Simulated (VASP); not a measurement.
A run of VASP 6.6.1:

The input INCAR:

```
SYSTEM = Li
  PREC = Accurate
  ENCUT = 520
  EDIFF = 1E-6
  ISMEAR = -1
  SIGMA = 0.06122561905347299
  LREAL = .FALSE.
  LASPH = .TRUE.
  NELM = 80
  ALGO = Normal
  ISIF = 2
  LWAVE = .FALSE.
  LCHARG = .TRUE.
  GGA = PE
  LELF = .TRUE.
  LVHAR = .TRUE.
  NBANDS = 8
```

KPOINTS

```
Automatic mesh
0
G
  15 15 15
  0 0 0
```

File POSCAR:

```
Li
1.0
    0.0000000000      2.1328308148      2.1328308148
    2.1328308148      0.0000000000      2.1328308148
    2.1328308148      2.1328308148      0.0000000000
Li
1
Direct
    0.0000000000      0.0000000000      0.0000000000
```

Potentials or basis: VASP PAW PBE potentials, release 64 (Li_sv).

Run with:

```console
$ cat potpaw_PBE.64/Li_sv/POTCAR > POTCAR
$ mpirun -np 1 vasp_std > vasp.out
```

Hardware: 1 thread of Intel(R) Xeon(R) Platinum 8259CL CPU @ 2.50GHz (Skylake/Cascade Lake), with other jobs on the host.

Estimate the wall time of this run.

Wall time 15 s on 1 thread of Intel(R) Xeon(R) Platinum 8259CL CPU @ 2.50GHz (Skylake/Cascade Lake), on a shared host, peak memory 0.13 GiB. Counts: scf iterations 11, k points 120.
